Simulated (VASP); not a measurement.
# Eu (Fm-3m) in VASP: further runs, part 2 of 2

VASP 6.6.1. The steps go on from the part before.

### Step 3. Single point, PBE, collinear spin, ferromagnetic start (volume scaled by 0.96)

File INCAR:

```
SYSTEM = Eu
PREC = Accurate
ENCUT = 520
EDIFF = 1E-6
ISMEAR = -1
SIGMA = 0.08
LREAL = .False.
LASPH = .True.
NELM = 150
ALGO = Normal
ISIF = 2
LWAVE = .False.
LCHARG = .False.
ISPIN = 2
MAGMOM = 7
LORBIT = 11
LMAXMIX = 6
GGA = PE
NBANDS = 18
```

File KPOINTS:

```
Automatic mesh
0
Gamma
  9 9 9
  0 0 0
```

File POSCAR:

```
Eu
1.0
    0.0000000000      2.7516047906      2.7516047906
    2.7516047906      0.0000000000      2.7516047906
    2.7516047906      2.7516047906      0.0000000000
Eu
1
Direct
    0.0000000000      0.0000000000      0.0000000000
```

Potentials or basis: VASP PAW PBE potentials, release 64 (Eu).

Command:

```console
$ cat potpaw_PBE.64/Eu/POTCAR > POTCAR
$ mpirun -np 1 vasp_std > vasp.out
```

OUTCAR:

```text
SYSTEM = Eu
   PREC = Accurate
   ENCUT = 520
   EDIFF = 1E-6
   ISMEAR = -1
   LREAL = .False.
   LASPH = .True.
   NELM = 150
   ISIF = 2
   ISPIN = 2
   LORBIT = 11
   GGA = PE

 ion  position               nearest neighbor table
   1  0.000  0.000  0.000-

  LATTYP: Found a face centered cubic cell.
 ALAT       =     5.5032095812

  Lattice vectors:

 A1 = (   0.0000000000,   2.7516047906,   2.7516047906)
 A2 = (   2.7516047906,   0.0000000000,   2.7516047906)
 A3 = (   2.7516047906,   2.7516047906,   0.0000000000)

Analysis of symmetry for initial positions (statically):
=====================================================================
 Subroutine PRICEL returns:
 Original cell was already a primitive cell.

 Routine SETGRP: Setting up the symmetry group for a
 face centered cubic supercell.

 Subroutine GETGRP returns: Found 48 space group operations
 (whereof 48 operations were pure point group operations)
 out of a pool of 48 trial point group operations.

The static configuration has the point symmetry O_h .

Analysis of symmetry for dynamics (positions and initial velocities):
=====================================================================
[... 689 lines left out ...]
      1     -36.3925      1.00000
      2     -15.7197      1.00000
      3     -15.7197      1.00000
      4     -15.7197      1.00000
      5      -1.3997      1.00000
      6       5.0093      0.00000
[... 493 lines left out ...]
     17       8.6548      0.00000
     18      10.9105      0.00000

 [... further k-points ...]

------------------------ aborting loop because EDIFF is reached ----------------------------------------

  FORCE on cell =-STRESS in cart. coord.  units (eV):
  Direction    XX          YY          ZZ          XY          YZ          ZX
  --------------------------------------------------------------------------------------
  -------------------------------------------------------------------------------------
  Total       -0.0663556     -0.0663556     -0.0663556      0.0000000     -0.0000000      0.0000000
  in kB       -2.5515260     -2.5515260     -2.5515260      0.0000000     -0.0000000      0.0000000
  external PRESSURE =      -2.5515260 kB  Pullay stress =       0.0000000 kB

 VOLUME and BASIS-vectors are now :
 -----------------------------------------------------------------------------
  energy-cutoff  :      520.00
  volume of cell :       41.67
      direct lattice vectors                 reciprocal lattice vectors
     0.000000000  2.751604791  2.751604791    -0.181712142  0.181712142  0.181712142
     2.751604791  0.000000000  2.751604791     0.181712142 -0.181712142  0.181712142
     2.751604791  2.751604791  0.000000000     0.181712142  0.181712142 -0.181712142

 POSITION                                       TOTAL-FORCE (eV/Angst)
 -----------------------------------------------------------------------------------
      0.00000      0.00000      0.00000         0.000000     -0.000000      0.000000
 -----------------------------------------------------------------------------------
    total drift:                               -0.000000     -0.000000      0.000000

  FREE ENERGIE OF THE ION-ELECTRON SYSTEM (eV)
  ---------------------------------------------------
  free  energy   TOTEN  =       -11.4780538794 eV

  energy  without entropy=      -11.4291556595  energy(sigma->0) =      -11.45360477

 total charge

# of ion       s       p       d       f       tot
--------------------------------------------------
    1        2.085   5.706   0.319   6.620  14.730

 magnetization (x)

# of ion       s       p       d       f       tot
--------------------------------------------------
    1       -0.001  -0.089   0.178   6.618   6.705
```

OSZICAR:

```text
N       E                     dE             d eps       ncg     rms          rms(c)
DAV:   1     0.104775839962E+03    0.10478E+03   -0.65937E+03  3056   0.419E+03
DAV:   2     0.726673512521E+01   -0.97509E+02   -0.86777E+02  3200   0.277E+02
DAV:   3    -0.751810353482E+01   -0.14785E+02   -0.14527E+02  3808   0.997E+01
DAV:   4    -0.908740430792E+01   -0.15693E+01   -0.15594E+01  4924   0.242E+01
DAV:   5    -0.916180007937E+01   -0.74396E-01   -0.74289E-01  4392   0.617E+00    0.294E+01
DAV:   6    -0.124917291482E+02   -0.33299E+01   -0.29829E+00  3442   0.170E+01    0.201E+01
DAV:   7    -0.115687789090E+02    0.92295E+00   -0.12401E+00  3978   0.213E+01    0.127E+01
DAV:   8    -0.115056367014E+02    0.63142E-01   -0.55597E-01  3706   0.183E+01    0.539E+00
DAV:   9    -0.114925867164E+02    0.13050E-01   -0.17816E-01  3882   0.898E+00    0.308E+00
DAV:  10    -0.114782000099E+02    0.14387E-01   -0.18471E-02  4480   0.158E+00    0.121E+00
DAV:  11    -0.114786577988E+02   -0.45779E-03   -0.24258E-03  4458   0.419E-01    0.808E-01
DAV:  12    -0.114779652152E+02    0.69258E-03   -0.31496E-03  3620   0.116E+00    0.140E-01
DAV:  13    -0.114780632246E+02   -0.98009E-04   -0.21510E-04  4260   0.268E-01    0.138E-01
DAV:  14    -0.114780620815E+02    0.11431E-05   -0.30164E-05  4784   0.520E-02    0.111E-01
DAV:  15    -0.114780551938E+02    0.68878E-05   -0.24196E-05  3434   0.108E-01    0.284E-02
DAV:  16    -0.114780538099E+02    0.13839E-05   -0.12209E-06  3236   0.229E-02    0.115E-02
DAV:  17    -0.114780538794E+02   -0.69491E-07   -0.66850E-07  1918   0.944E-03
   1 F= -.11478054E+02 E0= -.11453605E+02  d E =-.488982E-01  mag=     7.4304
```

stdout:

```text
POSCAR found type information on POSCAR Eu
 POSCAR found :  1 types and       1 ions
 scaLAPACK will be used
 LDA part: xc-table for (Slater+PW92), standard interpolation
 POSCAR, INCAR and KPOINTS ok, starting setup
 FFT: planning ... GRIDC
 FFT: planning ... GRID_SOFT
 FFT: planning ... GRID
 WAVECAR not read
 entering main loop
```

Run time: 39 s. Hardware: 1 thread of Intel Xeon 6975P-C (Granite Rapids), shared host; peak memory 0.22 GiB.

What came out:

| Property | Result |
| --- | --- |
| Free energy | -11.4781 eV |
| Pressure | -0.3 GPa |
| Net moment | 7.43 μB per cell |
| Site moments | Eu +6.71 μB |
| Valence electrons inside the program's atomic spheres | Eu 14.73 |

Caveat: the cell differs from its parent crystal (volume scaled by 0.96); spin-orbit coupling is left out, which moves the levels of the heavy elements. The state reached can hang on the start; a lower one may exist.

### Step 4. Single point, PBE, collinear spin, ferromagnetic start

This run uses another cell than the first one, of 43.40 Å³/atom, 1.087 times its volume.

File INCAR:

```
SYSTEM = Eu
  ALGO = Normal
  EDIFF = 1E-6
  ENCUT = 520
  GGA = PE
  ISIF = 2
  ISMEAR = -1
  ISPIN = 2
  LASPH = .TRUE.
  LCHARG = .TRUE.
  LELF = .TRUE.
  LMAXMIX = 6
  LORBIT = 11
  LREAL = .FALSE.
  LVHAR = .TRUE.
  LWAVE = .FALSE.
  MAGMOM = 7
  NBANDS = 18
  NELM = 150
  PREC = Accurate
  SIGMA = 0.08
```

File KPOINTS:

```
k-points
0
G
  9 9 9
  0 0 0
```

File POSCAR:

```
Eu
1.0
    0.0000000000      2.7893026914      2.7893026914
    2.7893026914      0.0000000000      2.7893026914
    2.7893026914      2.7893026914      0.0000000000
Eu
1
Direct
    0.0000000000      0.0000000000      0.0000000000
```

Command:

```console
$ cat potpaw_PBE.64/Eu/POTCAR > POTCAR
$ mpirun -np 1 vasp_std > vasp.out
```

Wall time 40 s (1 thread of Intel Xeon 6975P-C (Granite Rapids), shared host); peak memory 0.22 GiB.

Results (log left out):

```yaml
Free_energy: -11.4733 eV
Pressure: -0.8 GPa
Net_moment: 7.42 μB per cell
Site_moments: Eu +6.70 μB
Valence_electrons_inside_the_program's_atomic_spheres: Eu 14.72
```

Levels at points of the mesh, in eV from the Fermi level:
Spin up:
```tsv
k point	band 9	band 10	band 11	band 12	band 13	band 14	band 15	band 16
(0.00, 0.00, 0.00)	-0.47	-0.37	-0.37	-0.37	1.80	1.80	1.80	3.65
```
Spin down:
| k point | band 3 | band 4 | band 5 | band 6 | band 7 | band 8 |
| --- | --- | --- | --- | --- | --- | --- |
| (0.00, 0.00, 0.00) | -17.84 | -17.84 | -3.43 | 2.90 | 2.90 | 2.90 |

Caveat: spin-orbit coupling is left out, which moves the levels of the heavy elements.

### Step 5. Single point, PBE, collinear spin, ferromagnetic start (volume scaled by 1.04)

File INCAR:

```
ALGO = Normal ; EDIFF = 1E-6
ENCUT = 520 ; GGA = PE
ISIF = 2 ; ISMEAR = -1
ISPIN = 2 ; LASPH = True
LCHARG = True ; LELF = True
LMAXMIX = 6 ; LORBIT = 11
LREAL = False ; LVHAR = True
LWAVE = False ; MAGMOM = 7
NBANDS = 18 ; NELM = 150
PREC = Accurate ; SIGMA = 0.08
```

File KPOINTS:

```
k-points
0
Gamma
  9 9 9
```

File POSCAR:

```
Eu
1.0
    0.0000000000      2.8260082519      2.8260082519
    2.8260082519      0.0000000000      2.8260082519
    2.8260082519      2.8260082519      0.0000000000
Eu
1
Direct
    0.0000000000      0.0000000000      0.0000000000
```

Potentials or basis: VASP PAW PBE potentials, release 64 (Eu).

Command:

```console
$ cat potpaw_PBE.64/Eu/POTCAR > POTCAR
$ mpirun -np 1 vasp_std > vasp.out
```

OUTCAR:

```text
EDIFF = 1E-6
   ENCUT = 520
   GGA = PE
   ISIF = 2
   ISMEAR = -1
   ISPIN = 2
   LASPH = True
   LORBIT = 11
   LREAL = False
   NELM = 150
   PREC = Accurate

 ion  position               nearest neighbor table
   1  0.000  0.000  0.000-

  LATTYP: Found a face centered cubic cell.
 ALAT       =     5.6520165038

  Lattice vectors:

 A1 = (   0.0000000000,   2.8260082519,   2.8260082519)
 A2 = (   2.8260082519,   0.0000000000,   2.8260082519)
 A3 = (   2.8260082519,   2.8260082519,   0.0000000000)

Analysis of symmetry for initial positions (statically):
=====================================================================
 Subroutine PRICEL returns:
 Original cell was already a primitive cell.

 Routine SETGRP: Setting up the symmetry group for a
 face centered cubic supercell.

 Subroutine GETGRP returns: Found 48 space group operations
 (whereof 48 operations were pure point group operations)
 out of a pool of 48 trial point group operations.

The static configuration has the point symmetry O_h .

Analysis of symmetry for dynamics (positions and initial velocities):
=====================================================================
 Subroutine PRICEL returns:
 Original cell was already a primitive cell.

 Routine SETGRP: Setting up the symmetry group for a
 face centered cubic supercell.

 Subroutine GETGRP returns: Found 48 space group operations
 (whereof 48 operations were pure point group operations)
 out of a pool of 48 trial point group operations.

The dynamic configuration has the point symmetry O_h .

Analysis of structural, dynamic, and magnetic symmetry:
=====================================================================
 Subroutine PRICEL returns:
 Original cell was already a primitive cell.

 Routine SETGRP: Setting up the symmetry group for a
 face centered cubic supercell.

 Subroutine GETGRP returns: Found 48 space group operations
 (whereof 48 operations were pure point group operations)
 out of a pool of 48 trial point group operations.

The overall configuration has the point symmetry O_h .

 Subroutine INISYM returns: Found 48 space group operations
 (whereof 48 operations are pure point group operations),
 and found     1 'primitive' translations

----------------------------------------------------------------------------------------

                                     Primitive cell

  volume of cell :      45.1388

  direct lattice vectors                    reciprocal lattice vectors
     0.000000000  2.826008252  2.826008252    -0.176928004  0.176928004  0.176928004
     2.826008252  0.000000000  2.826008252     0.176928004 -0.176928004  0.176928004
     2.826008252  2.826008252  0.000000000     0.176928004  0.176928004 -0.176928004

  length of vectors
     3.996579197  3.996579197  3.996579197     0.306448293  0.306448293  0.306448293

  position of ions in fractional coordinates (direct lattice)
     0.000000000  0.000000000  0.000000000

  ion indices of the primitive-cell ions
   primitive index   ion index
                 1           1

----------------------------------------------------------------------------------------

 KPOINTS: k-points

Automatic generation of k-mesh.
 Grid dimensions read from file:
 generate k-points for:    9    9    9
[... 45 lines left out ...]
 [... further k-points ...]
   k-points           NKPTS =     35   k-points in BZ     NKDIM =     35   number of bands    NBANDS=     18
   number of dos      NEDOS =    301   number of ions     NIONS =      1
   total plane-waves  NPLWV =  27000
   dimension x,y,z NGX =    30 NGY =   30 NGZ =   30
   dimension x,y,z NGXF=    60 NGYF=   60 NGZF=   60
   ions per type =               1
   NGX,Y,Z   is equivalent  to a cutoff of  12.48, 12.48, 12.48 a.u.
   NGXF,Y,Z  is equivalent  to a cutoff of  24.96, 24.96, 24.96 a.u.
 SYSTEM =  unknown system
   PREC   = accura    normal or accurate (medium, high low for compatibility)
   ISTART =      0    job   : 0-new  1-cont  2-samecut
   ICHARG =      2    charge: 1-file 2-atom 10-const
   ISPIN  =      2    spin polarized calculation?
   LNONCOLLINEAR =      F non collinear calculations
   LSORBIT =      F    spin-orbit coupling
   LASPH  =      T    aspherical Exc in radial PAW
   ENCUT  =  520.0 eV  38.22 Ry    6.18 a.u.   7.43  7.43  7.43*2*pi/ulx,y,z
   NELM   =    150;   NELMIN=  2; NELMDL= -5     # of ELM steps
   EDIFF  = 0.1E-05   stopping-criterion for ELM
   LREAL  =      F    real-space projection
   EDIFFG = 0.1E-04   stopping-criterion for IOM
   NSW    =      0    number of steps for IOM
   IBRION =     -1    ionic relax: 0-MD 1-quasi-New 2-CG
   NFREE  =      0    steps in history (QN), initial steepest desc. (CG)
   ISIF   =      2    stress and relaxation
   ISYM   =      2    0-nonsym 1-usesym 2-fastsym
   POTIM  = 0.5000    time-step for ionic-motion
   TEBEG  =    0.0;   TEEND  =   0.0 temperature during run
   PSTRESS=    0.0 pullay stress
   NELECT =      17.0000    total number of electrons
   NUPDOWN=      -1.0000    fix difference up-down
   EMIN   =  10.00;   EMAX   =-10.00  energy-range for DOS
   EFERMI =   0.00;   METHOD = LEGACY
   ISMEAR =    -1;   SIGMA  =   0.08  broadening in eV -4-tet -1-fermi 0-gaus
   EFERMI_NEDOS =   21; number of points for ismear=-14 and -15
   IALGO  =     38    algorithm
   IMIX   =      4    mixing-type and parameters
     AMIX     =   0.40;   BMIX     =  1.00
     AMIX_MAG =   1.60;   BMIX_MAG =  1.00
  volume/ion in A,a.u.               =      45.14       304.61
  Fermi-wavevector in a.u.,A,eV,Ry     =   1.182246  2.234120 19.016927  1.397705
  Thomas-Fermi vector in A             =   2.318503
   LORBIT       =     11    0 simple, 1 ext, 2 COOP (PROOUT), +10 PAW based schemes
   GGA     = PE    functional components
   LHFCALC =     F    Hartree Fock is set to
   AEXX    =    0.0000 exact exchange contribution
   IVDW    =     0    specifies the selected vdW correction
   LEPSILON=     F    determine dielectric tensor
   LRPA    =     F    only Hartree local field effects (RPA)
 spin polarized calculation
  energy-cutoff  :      520.00
  volume of cell :       45.14
 maximum number of plane-waves:      1243
 NGX is ok and might be reduce to    30
   NGX = 15   NGY = 15   NGZ = 15

 number of electron      17.0000005 magnetization       7.4084927

 Free energy of the ion-electron system (eV)
  ---------------------------------------------------
  ext. energy  EPLUGINS =         0.00000000
  ---------------------------------------------------
  free energy    TOTEN  =       -11.46329482 eV

  energy without entropy =      -11.41430562  energy(sigma->0) =      -11.43880022

 E-fermi :   1.7652     XC(G=0):  -8.5446

 val. band max:        1.7293079895   @ k =  -0.4444   0.3333   0.0000
 cond. band min:       1.7727907190   @ k =  -0.3333   0.3333   0.0000
 fundamental gap:      0.0434827295
 Fermi energy:         1.7652401734

 spin component 1

 k-point     1 :       0.0000    0.0000    0.0000
  band No.  band energies     occupation
      1     -39.8894      1.00000
      2     -18.4872      1.00000
      3     -18.4872      1.00000
      4     -18.4872      1.00000
      5      -2.4714      1.00000
      6       1.2018      0.99913
[... 493 lines left out ...]
     17       6.5769      0.00000
     18       8.7976      0.00000

 [... further k-points ...]

 spin component 2

 k-point     1 :       0.0000    0.0000    0.0000
  band No.  band energies     occupation
      1     -36.7427      1.00000
      2     -16.1390      1.00000
      3     -16.1390      1.00000
      4     -16.1390      1.00000
      5      -1.6382      1.00000
      6       4.6171      0.00000
[... 493 lines left out ...]
     17       7.9623      0.00000
     18      10.0222      0.00000

 [... further k-points ...]
[... 5 lines left out ...]
  --------------------------------------------------------------------------------------
  -------------------------------------------------------------------------------------
  Total       -0.3495654     -0.3495654     -0.3495654      0.0000000      0.0000000      0.0000000
  in kB      -12.4076265    -12.4076265    -12.4076265      0.0000000      0.0000000      0.0000000
  external PRESSURE =     -12.4076265 kB  Pullay stress =       0.0000000 kB

 VOLUME and BASIS-vectors are now :
 -----------------------------------------------------------------------------
  energy-cutoff  :      520.00
  volume of cell :       45.14
      direct lattice vectors                 reciprocal lattice vectors
     0.000000000  2.826008252  2.826008252    -0.176928004  0.176928004  0.176928004
     2.826008252  0.000000000  2.826008252     0.176928004 -0.176928004  0.176928004
     2.826008252  2.826008252  0.000000000     0.176928004  0.176928004 -0.176928004

 POSITION                                       TOTAL-FORCE (eV/Angst)
 -----------------------------------------------------------------------------------
      0.00000      0.00000      0.00000        -0.000000      0.000000      0.000000
 -----------------------------------------------------------------------------------
    total drift:                               -0.000000     -0.000000      0.000000

  FREE ENERGIE OF THE ION-ELECTRON SYSTEM (eV)
  ---------------------------------------------------
  free  energy   TOTEN  =       -11.4632948182 eV

  energy  without entropy=      -11.4143056185  energy(sigma->0) =      -11.43880022

 total charge

# of ion       s       p       d       f       tot
--------------------------------------------------
    1        2.082   5.711   0.281   6.643  14.718

 magnetization (x)

# of ion       s       p       d       f       tot
--------------------------------------------------
    1       -0.002  -0.094   0.157   6.641   6.703
```

Wall time 41 s (1 thread of Intel Xeon 6975P-C (Granite Rapids), shared host); peak memory 0.22 GiB.

What came out:

| Item | Value |
| --- | --- |
| Free energy | -11.4633 eV |
| Pressure | -1.2 GPa |
| Net moment | 7.41 μB per cell |
| Site moments | Eu +6.70 μB |
| Valence electrons inside the program's atomic spheres | Eu 14.72 |

Levels at points of the mesh, in eV from the Fermi level:
Spin up:
```csv
k point,band 9,band 10,band 11,band 12,band 13,band 14,band 15,band 16
"(0.00, 0.00, 0.00)",-0.47,-0.37,-0.37,-0.37,1.78,1.78,1.78,3.55
```
Spin down:
```
           k point  band 3  band 4  band 5  band 6  band 7  band 8
(0.00, 0.00, 0.00)  -17.90  -17.90   -3.40    2.85    2.85    2.85
```

Caveat: the cell differs from its parent crystal (volume scaled by 1.04); spin-orbit coupling is left out, which moves the levels of the heavy elements. The state reached can hang on the start; a lower one may exist.

### Step 6. Overview

```tsv
cell	gap on the mesh (eV)	pressure (GPa)	moment (μB)
a = 3.837 Å, angles 60.0°, 1 atom	none	0.4	7.45
a = 3.891 Å, angles 60.0°, 1 atom	none	-0.3	7.43
a = 3.945 Å, angles 60.0°, 1 atom	none	-0.8	7.42
a = 3.997 Å, angles 60.0°, 1 atom	none	-1.2	7.41
```

Alike in all rows: task single point; level PBE; potentials or basis VASP PAW PBE potentials, release 64 (Eu); spin collinear, ferromagnetic start; k mesh 9 × 9 × 9; cutoff (eV) 520; smearing fermi-dirac 0.08 eV.

Caveats: spin-orbit coupling is left out, which moves the levels of the heavy elements.

Absolute energies hang on the potentials; compare differences alone.
